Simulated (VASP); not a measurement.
Here is a VASP 6.6.1 calculation.

The input INCAR:

```
SYSTEM = P
PREC = Accurate
ENCUT = 500
EDIFF = 1E-6
ISMEAR = 0
SIGMA = 0.1
LREAL = .False.
LASPH = .True.
NELM = 120
ALGO = Normal
ISIF = 2
LWAVE = .False.
LCHARG = .True.
GGA = PE
LELF = .True.
LVHAR = .True.
NBANDS = 8
GGA_COMPAT = .False.
```

KPOINTS

```
Automatic mesh
0
Gamma
  8 8 8
  0 0 0
```

POSCAR

```
P
1.0
    0.0000000000      1.8169954270      2.5279013224
    1.6316988541      0.0000000000      2.5279013224
    1.6316988541      1.8169954270      0.0000000000
P
1
Direct
    0.0000000000      0.0000000000      0.0000000000
```

Potentials or basis: VASP PAW PBE potentials, release 64 (P).

Run with:

```bash
$ cat potpaw_PBE.64/P/POTCAR > POTCAR
$ mpirun -np 1 vasp_std > vasp.out
```

(1) What does it give for the pressure?

(2) Estimate the band gap on the k mesh.

Results:

(1) -0.2 GPa.

(2) zero (an odd number of electrons rules out a gap without spin polarisation).
